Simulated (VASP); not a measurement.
Runs of VASP 6.6.1 on Ti. The structure is cubic, space group Fm-3m (No. 225). Conventional cell: a = 4.345 Å, b = 4.345 Å, c = 4.345 Å, α = 90.00°, β = 90.00°, γ = 90.00°. Ti (site symmetry m-3m) has 12 Ti at 3.07 Å within 4.0 Å. This isn't the form of Ti at room conditions, which is hcp.

| fixed moment (μB) | pressure (GPa) | moment (μB) |
| --- | --- | --- |
| 0.125 | (a) | 0.12 |
| 0.625 | -12.7 | 0.62 |
| 0.875 | (b) | 0.88 |
| 0.375 | -13.0 | 0.38 |
| 1.0 | -11.5 | 1.00 |

Alike in all rows: task single point; level PBE; potentials or basis VASP PAW PBE potentials, release 64 (Ti_sv); spin collinear; cell as given; k mesh 20 × 20 × 20; cutoff (eV) 520; smearing gaussian 0.15 eV.

Q: Estimate the missing entries.

A: (a) -13.3; (b) -12.0.

Caveats: the cell stands under tension; the total moment is fixed, so each spin has its own Fermi level and the state may be an excited one.
